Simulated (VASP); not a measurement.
# MnSb (P6_3/mmc) in VASP: notebook

The runs below take MnSb through single point, with PBE.

Program: VASP 6.6.1. These are calculated values, not measurements. Logs are shortened: lines on timing, memory, paths and dates and some standing lists are left out, and cuts for length are marked.

## 1. The cell of the first run

The structure is hexagonal, space group P6_3/mmc (No. 194). Conventional cell: a = 4.058 Å, b = 4.058 Å, c = 4.752 Å, α = 90.00°, β = 90.00°, γ = 120.00°. Within 3.1 Å of Mn (site symmetry -3m) lie 2 Mn at 2.38 Å and 6 Sb at 2.63 Å. Sb (site symmetry -6m2) has 6 Mn at 2.63 Å and 6 Sb at 3.34 Å within 3.5 Å.

## 2. Single point, PBE (16.94 Å³/atom)

INCAR reads:

```
SYSTEM = MnSb
PREC = Accurate
ENCUT = 520
EDIFF = 1E-6
ISMEAR = 0
SIGMA = 0.05
LREAL = .FALSE.
LASPH = .TRUE.
NELM = 80
ALGO = Fast
ISIF = 2
LWAVE = .FALSE.
LCHARG = .FALSE.
GGA = PE
NBANDS = 26
```

KPOINTS reads:

```
Automatic mesh
0
G
  12 12 8
  0 0 0
```

POSCAR reads:

```
MnSb
1.0
    4.0576943280      0.0000000000      0.0000000000
   -2.0288471640      3.5140663688      0.0000000000
    0.0000000000      0.0000000000      4.7516145369
Mn Sb
2 2
Direct
    0.0000000000      0.0000000000      0.0000000000
    0.0000000000      0.0000000000      0.5000000000
    0.3333333333      0.6666666667      0.2500000000
    0.6666666667      0.3333333333      0.7500000000
```

Potentials or basis: VASP PAW PBE potentials, release 64 (Mn_pv, Sb).

Run with:

```sh
cat potpaw_PBE.64/Mn_pv/POTCAR potpaw_PBE.64/Sb/POTCAR > POTCAR
mpirun -np 1 vasp_std > vasp.out
```

OUTCAR:

```text
SYSTEM = MnSb
   PREC = Accurate
   ENCUT = 520
   EDIFF = 1E-6
   ISMEAR = 0
   LREAL = .FALSE.
   LASPH = .TRUE.
   NELM = 80
   ISIF = 2
   GGA = PE

 ion  position               nearest neighbor table
   1  0.000  0.000  0.000-   2 2.38   2 2.38   4 2.63   3 2.63   3 2.63   4 2.63   4 2.63   3 2.63

   2  0.000  0.000  0.500-   1 2.38   1 2.38   4 2.63   3 2.63   3 2.63   4 2.63   4 2.63   3 2.63

   3  0.333  0.667  0.250-   1 2.63   2 2.63   1 2.63   2 2.63   1 2.63   2 2.63   4 3.34   4 3.34
                             4 3.34   4 3.34   4 3.34   4 3.34
   4  0.667  0.333  0.750-   1 2.63   2 2.63   1 2.63   2 2.63   1 2.63   2 2.63   3 3.34   3 3.34
                             3 3.34   3 3.34   3 3.34   3 3.34

  LATTYP: Found a hexagonal cell.
 ALAT       =     4.0576943280
 C/A-ratio  =     1.1710134261

  Lattice vectors:

 A1 = (   4.0576943280,   0.0000000000,   0.0000000000)
 A2 = (  -2.0288471640,   3.5140663688,   0.0000000000)
 A3 = (   0.0000000000,   0.0000000000,   4.7516145369)

Analysis of symmetry for initial positions (statically):
=====================================================================
 Subroutine PRICEL returns:
 Original cell was already a primitive cell.

 Routine SETGRP: Setting up the symmetry group for a
 hexagonal supercell.

 Subroutine GETGRP returns: Found 24 space group operations
 (whereof 12 operations were pure point group operations)
 out of a pool of 24 trial point group operations.

The static configuration has the point symmetry D_3d.
 The point group associated with its full space group is D_6h.

Analysis of symmetry for dynamics (positions and initial velocities):
=====================================================================
 Subroutine PRICEL returns:
 Original cell was already a primitive cell.

 Routine SETGRP: Setting up the symmetry group for a
 hexagonal supercell.

 Subroutine GETGRP returns: Found 24 space group operations
 (whereof 12 operations were pure point group operations)
 out of a pool of 24 trial point group operations.

The dynamic configuration has the point symmetry D_3d.
 The point group associated with its full space group is D_6h.

 Subroutine INISYM returns: Found 24 space group operations
 (whereof 12 operations are pure point group operations),
 and found     1 'primitive' translations

----------------------------------------------------------------------------------------

                                     Primitive cell

  volume of cell :      67.7533

  direct lattice vectors                    reciprocal lattice vectors
     4.057694328  0.000000000  0.000000000     0.246445375  0.142285304  0.000000000
    -2.028847164  3.514066369  0.000000000     0.000000000  0.284570607  0.000000000
     0.000000000  0.000000000  4.751614537     0.000000000  0.000000000  0.210454782

  length of vectors
     4.057694328  4.057694328  4.751614537     0.284570607  0.284570607  0.210454782

  position of ions in fractional coordinates (direct lattice)
     0.000000000  0.000000000  0.000000000
     0.000000000  0.000000000  0.500000000
     0.333333333  0.666666667  0.250000000
     0.666666667  0.333333333  0.750000000

  ion indices of the primitive-cell ions
   primitive index   ion index
                 1           1
                 2           2
                 3           3
                 4           4

----------------------------------------------------------------------------------------

 KPOINTS: Automatic mesh

Automatic generation of k-mesh.
 Grid dimensions read from file:
 generate k-points for:   12   12    8

 Generating k-lattice:

  Cartesian coordinates                     Fractional coordinates (reciprocal lattice)
     0.020537115  0.011857109  0.000000000     0.083333333  0.000000000  0.000000000
     0.000000000  0.023714217  0.000000000     0.000000000  0.083333333  0.000000000
     0.000000000  0.000000000  0.026306848     0.000000000  0.000000000  0.125000000

  Length of vectors
     0.023714217  0.023714217  0.026306848

  Shift w.r.t. Gamma in fractional coordinates (k-lattice)
     0.000000000  0.000000000  0.000000000

 Subroutine IBZKPT returns following result:
 ===========================================

 Found     95 irreducible k-points:

 Following reciprocal coordinates:
            Coordinates               Weight
  0.000000  0.000000  0.000000      1.000000
  0.083333  0.000000  0.000000      6.000000
  0.166667  0.000000  0.000000      6.000000
  0.250000  0.000000  0.000000      6.000000
  0.333333  0.000000  0.000000      6.000000
  0.416667  0.000000  0.000000      6.000000
[... 16 lines left out ...]
  0.250000  0.000000  0.125000     12.000000
  0.333333  0.000000  0.125000     12.000000
 [... further k-points ...]
   k-points           NKPTS =     95   k-points in BZ     NKDIM =     95   number of bands    NBANDS=     26
   number of dos      NEDOS =    301   number of ions     NIONS =      4
   total plane-waves  NPLWV =  32400
   dimension x,y,z NGX =    30 NGY =   30 NGZ =   36
   dimension x,y,z NGXF=    60 NGYF=   60 NGZF=   72
   ions per type =               2   2
   NGX,Y,Z   is equivalent  to a cutoff of  12.29, 12.29, 12.60 a.u.
   NGXF,Y,Z  is equivalent  to a cutoff of  24.58, 24.58, 25.19 a.u.
 SYSTEM =  MnSb
   PREC   = accura    normal or accurate (medium, high low for compatibility)
   ISTART =      0    job   : 0-new  1-cont  2-samecut
   ICHARG =      2    charge: 1-file 2-atom 10-const
   ISPIN  =      1    spin polarized calculation?
   LNONCOLLINEAR =      F non collinear calculations
   LSORBIT =      F    spin-orbit coupling
   LASPH  =      T    aspherical Exc in radial PAW
   ENCUT  =  520.0 eV  38.22 Ry    6.18 a.u.   7.54  7.54  8.83*2*pi/ulx,y,z
   NELM   =     80;   NELMIN=  2; NELMDL= -5     # of ELM steps
   EDIFF  = 0.1E-05   stopping-criterion for ELM
   LREAL  =      F    real-space projection
   EDIFFG = 0.1E-04   stopping-criterion for IOM
   NSW    =      0    number of steps for IOM
   IBRION =     -1    ionic relax: 0-MD 1-quasi-New 2-CG
   NFREE  =      0    steps in history (QN), initial steepest desc. (CG)
   ISIF   =      2    stress and relaxation
   ISYM   =      2    0-nonsym 1-usesym 2-fastsym
   POTIM  = 0.5000    time-step for ionic-motion
   TEBEG  =    0.0;   TEEND  =   0.0 temperature during run
   PSTRESS=    0.0 pullay stress
   NELECT =      36.0000    total number of electrons
   NUPDOWN=      -1.0000    fix difference up-down
   EMIN   =  10.00;   EMAX   =-10.00  energy-range for DOS
   EFERMI =   0.00;   METHOD = LEGACY
   ISMEAR =     0;   SIGMA  =   0.05  broadening in eV -4-tet -1-fermi 0-gaus
   EFERMI_NEDOS =   21; number of points for ismear=-14 and -15
   IALGO  =     68    algorithm
   IMIX   =      4    mixing-type and parameters
     AMIX     =   0.40;   BMIX     =  1.00
     AMIX_MAG =   1.60;   BMIX_MAG =  1.00
  volume/ion in A,a.u.               =      16.94       114.31
  Fermi-wavevector in a.u.,A,eV,Ry     =   1.325965  2.505711 23.921546  1.758184
  Thomas-Fermi vector in A             =   2.455387
   LORBIT       =      0    0 simple, 1 ext, 2 COOP (PROOUT), +10 PAW based schemes
   GGA     = PE    functional components
   LHFCALC =     F    Hartree Fock is set to
   AEXX    =    0.0000 exact exchange contribution
   IVDW    =     0    specifies the selected vdW correction
   LEPSILON=     F    determine dielectric tensor
   LRPA    =     F    only Hartree local field effects (RPA)
 non-spin polarized calculation
 RMM-DIIS sequential band-by-band and
 Gauss-broadening in eV      SIGMA  =   0.05
  energy-cutoff  :      520.00
  volume of cell :       67.75
 maximum number of plane-waves:      1843
   NGX = 15   NGY = 15   NGZ = 17

 number of electron      36.0000017 magnetization

 Free energy of the ion-electron system (eV)
  ---------------------------------------------------
  ext. energy  EPLUGINS =         0.00000000
  ---------------------------------------------------
  free energy    TOTEN  =       -25.58623227 eV

  energy without entropy =      -25.57973592  energy(sigma->0) =      -25.58298410

 E-fermi :  10.1651     XC(G=0): -11.8171

 val. band max:       10.1634473988   @ k =   0.2500   0.2500   0.1250
 cond. band min:      10.1708936732   @ k =   0.4167   0.0833   0.2500
 fundamental gap:      0.0074462745
 Fermi energy:        10.1650529348

 k-point     1 :       0.0000    0.0000    0.0000
  band No.  band energies     occupation
      1     -38.0430      2.00000
      2     -37.4505      2.00000
      3     -37.3801      2.00000
      4     -37.3801      2.00000
      5     -37.3104      2.00000
      6     -37.3104      2.00000
[... 18 lines left out ...]
     25      14.5518      0.00000
     26      16.9137      0.00000

 k-point     2 :       0.0833    0.0000    0.0000
  band No.  band energies     occupation
      1     -38.0429      2.00000
      2     -37.4504      2.00000
      3     -37.3804      2.00000
      4     -37.3802      2.00000
      5     -37.3106      2.00000
      6     -37.3104      2.00000
[... 18 lines left out ...]
     25      14.5065      0.00000
     26      16.6678      0.00000

 k-point     3 :       0.1667    0.0000    0.0000
  band No.  band energies     occupation
      1     -38.0427      2.00000
      2     -37.4504      2.00000
      3     -37.3813      2.00000
      4     -37.3804      2.00000
      5     -37.3111      2.00000
      6     -37.3105      2.00000
[... 572 lines left out ...]
 k-point    23 :       0.2500    0.0000    0.1250
  band No.  band energies     occupation
      1     -38.0204      2.00000
      2     -37.4734      2.00000
      3     -37.3799      2.00000
      4     -37.3781      2.00000
      5     -37.3145      2.00000
      6     -37.3132      2.00000
[... 18 lines left out ...]
     25      15.4857      0.00000
     26      16.6984      0.00000

 k-point    24 :       0.3333    0.0000    0.1250
  band No.  band energies     occupation
      1     -38.0202      2.00000
      2     -37.4733      2.00000
      3     -37.3812      2.00000
      4     -37.3785      2.00000
      5     -37.3153      2.00000
      6     -37.3132      2.00000
[... 18 lines left out ...]
     25      15.2326      0.00000
     26      16.3701      0.00000

 [... further k-points ...]

------------------------ aborting loop because EDIFF is reached ----------------------------------------

  FORCE on cell =-STRESS in cart. coord.  units (eV):
  Direction    XX          YY          ZZ          XY          YZ          ZX
  --------------------------------------------------------------------------------------
  -------------------------------------------------------------------------------------
  Total        2.4925690      2.4925690      2.6135876      0.0000000     -0.0000000      0.0000000
  in kB       58.9423269     58.9423269     61.8040822      0.0000000     -0.0000000      0.0000000
  external PRESSURE =      59.8962453 kB  Pullay stress =       0.0000000 kB

 VOLUME and BASIS-vectors are now :
 -----------------------------------------------------------------------------
  energy-cutoff  :      520.00
  volume of cell :       67.75
      direct lattice vectors                 reciprocal lattice vectors
     4.057694328  0.000000000  0.000000000     0.246445375  0.142285304  0.000000000
    -2.028847164  3.514066369  0.000000000     0.000000000  0.284570607  0.000000000
     0.000000000  0.000000000  4.751614537     0.000000000  0.000000000  0.210454782

 POSITION                                       TOTAL-FORCE (eV/Angst)
 -----------------------------------------------------------------------------------
      0.00000      0.00000      0.00000         0.000000      0.000000      0.000000
      0.00000      0.00000      2.37581         0.000000      0.000000      0.000000
     -0.00000      2.34271      1.18790        -0.000000     -0.000000      0.000000
      2.02885      1.17136      3.56371         0.000000      0.000000     -0.000000
 -----------------------------------------------------------------------------------
    total drift:                               -0.000000     -0.000000      0.000000

  FREE ENERGIE OF THE ION-ELECTRON SYSTEM (eV)
  ---------------------------------------------------
  free  energy   TOTEN  =       -25.5862322745 eV

  energy  without entropy=      -25.5797359205  energy(sigma->0) =      -25.58298410
```

It took 4 min on 1 thread of Oxide Virtual Turin-like, shared host; peak memory 0.24 GiB.

Results:

```
Free energy            : -25.5862 eV
Pressure               : 6.0 GPa
Band gap on the k mesh : zero (bands 18 and 19 overlap by 1.07 eV)
```

Caveat: the cell stands under pressure; spin-orbit coupling is left out, which moves the levels of the heavy elements; the run has no spin polarisation, though such a crystal can be magnetic. Spin polarisation is off, so any magnetic state and its effect on volume and gap are missing.

## 3. Single point, PBE (17.29 Å³/atom)

This run uses another cell than the first one, of 17.29 Å³/atom.

INCAR reads:

```
ALGO = Fast ; EDIFF = 1E-6
ENCUT = 520 ; GGA = PE
ISIF = 2 ; ISMEAR = 0
LASPH = T ; LCHARG = F
LREAL = F ; LWAVE = F
NBANDS = 26 ; NELM = 80
PREC = Accurate ; SIGMA = 0.05
```

KPOINTS reads:

```
k-points
0
Gamma
  12 12 8
```

POSCAR reads:

```
MnSb
1.0
    4.0896826256      0.0000000000      0.0000000000
   -2.0448413128      3.5417690472      0.0000000000
    0.0000000000      0.0000000000      4.7750232203
Mn Sb
2 2
Direct
    0.0000000000      0.0000000000      0.0000000000
    0.0000000000      0.0000000000      0.5000000000
    0.3333333333      0.6666666667      0.2500000000
    0.6666666667      0.3333333333      0.7500000000
```

Potentials or basis: VASP PAW PBE potentials, release 64 (Mn_pv, Sb).

Run with:

```sh
cat potpaw_PBE.64/Mn_pv/POTCAR potpaw_PBE.64/Sb/POTCAR > POTCAR
mpirun -np 1 vasp_std > vasp.out
```

OUTCAR:

```text
EDIFF = 1E-6
   ENCUT = 520
   GGA = PE
   ISIF = 2
   ISMEAR = 0
   LASPH = T
   LREAL = F
   NELM = 80
   PREC = Accurate

 ion  position               nearest neighbor table
   1  0.000  0.000  0.000-   2 2.39   2 2.39   4 2.65   3 2.65   4 2.65   3 2.65   4 2.65   3 2.65

   2  0.000  0.000  0.500-   1 2.39   1 2.39   4 2.65   3 2.65   4 2.65   3 2.65   4 2.65   3 2.65

   3  0.333  0.667  0.250-   1 2.65   2 2.65   1 2.65   2 2.65   1 2.65   2 2.65   4 3.36   4 3.36
[... 902 lines left out ...]
  FORCE on cell =-STRESS in cart. coord.  units (eV):
  Direction    XX          YY          ZZ          XY          YZ          ZX
  --------------------------------------------------------------------------------------
  -------------------------------------------------------------------------------------
  Total        1.1508971      1.1508971      1.3188241     -0.0000000      0.0000000      0.0000000
  in kB       26.6600984     26.6600984     30.5500641     -0.0000000      0.0000000      0.0000000
  external PRESSURE =      27.9567536 kB  Pullay stress =       0.0000000 kB

 VOLUME and BASIS-vectors are now :
 -----------------------------------------------------------------------------
  energy-cutoff  :      520.00
  volume of cell :       69.16
      direct lattice vectors                 reciprocal lattice vectors
     4.089682626  0.000000000  0.000000000     0.244517752  0.141172390  0.000000000
    -2.044841313  3.541769047  0.000000000     0.000000000  0.282344779  0.000000000
     0.000000000  0.000000000  4.775023220     0.000000000  0.000000000  0.209423065

 POSITION                                       TOTAL-FORCE (eV/Angst)
 -----------------------------------------------------------------------------------
      0.00000      0.00000      0.00000        -0.000000      0.000000      0.000000
      0.00000      0.00000      2.38751        -0.000000      0.000000      0.000000
     -0.00000      2.36118      1.19376        -0.000000      0.000000      0.000000
      2.04484      1.18059      3.58127         0.000000     -0.000000     -0.000000
 -----------------------------------------------------------------------------------
    total drift:                                0.000000     -0.000000      0.000000

  FREE ENERGIE OF THE ION-ELECTRON SYSTEM (eV)
  ---------------------------------------------------
  free  energy   TOTEN  =       -25.6239856622 eV

  energy  without entropy=      -25.6170081634  energy(sigma->0) =      -25.62049691
```

stdout:

```text
POSCAR found type information on POSCAR MnSb
 POSCAR found :  2 types and       4 ions
 scaLAPACK will be used
 LDA part: xc-table for (Slater+PW92), standard interpolation
 POSCAR, INCAR and KPOINTS ok, starting setup
 FFT: planning ... GRIDC
 FFT: planning ... GRID_SOFT
 FFT: planning ... GRID
 WAVECAR not read
 entering main loop
```

It took 3.4 min on 1 thread of Oxide Virtual Turin-like, shared host; peak memory 0.25 GiB.

Results:

```yaml
Free_energy: -25.6240 eV
Pressure: 2.8 GPa
Band_gap_on_the_k_mesh: zero (bands 18 and 19 overlap by 1.00 eV)
```

Caveat: spin-orbit coupling is left out, which moves the levels of the heavy elements; the run has no spin polarisation, though such a crystal can be magnetic. Spin polarisation is off, so any magnetic state and its effect on volume and gap are missing.
